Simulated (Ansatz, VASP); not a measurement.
# Two plane-wave programs on ZnS

```
CELL_PARAMETERS angstrom
3.84458 0.00000 0.00000
-1.92229 3.32951 0.00000
0.00000 0.00000 6.30725
ATOMIC_POSITIONS crystal
Zn 0.33333 0.66667 0.00034
Zn 0.66667 0.33333 0.50034
S 0.33333 0.66667 0.37466
S 0.66667 0.33333 0.87466
```

Alike in both runs: task single point; functional r2SCAN; k mesh 6 × 6 × 4; occupations gaussian, width 0.02 eV; no spin polarisation.

```csv
,VASP,Ansatz
version,VASP 6.6.1,Ansatz 0.2.0
potentials or method,"VASP PAW PBE potentials, release 64 (Zn, S), cutoff 520 eV","scalar-relativistic, plane waves, PAW"
valence electrons in the cell,36,36
```

```tsv
	VASP	Ansatz	Ansatz less VASP
gap on the k mesh at the Fermi level (eV)	2.64	2.64	-0.007
least direct gap on the mesh (eV)	2.64	2.64	-0.007
pressure (GPa)	-2.2	-2.2	-0.04
rms of the force components (eV/Å)	0.009	0.002	-0.0066
```

VASP's potentials were made for PBE, not for r2SCAN. Atom by atom the forces differ by 0.007 eV/Å (rms over components). With one functional, cell and mesh, what is left measures potentials, basis and numerics.
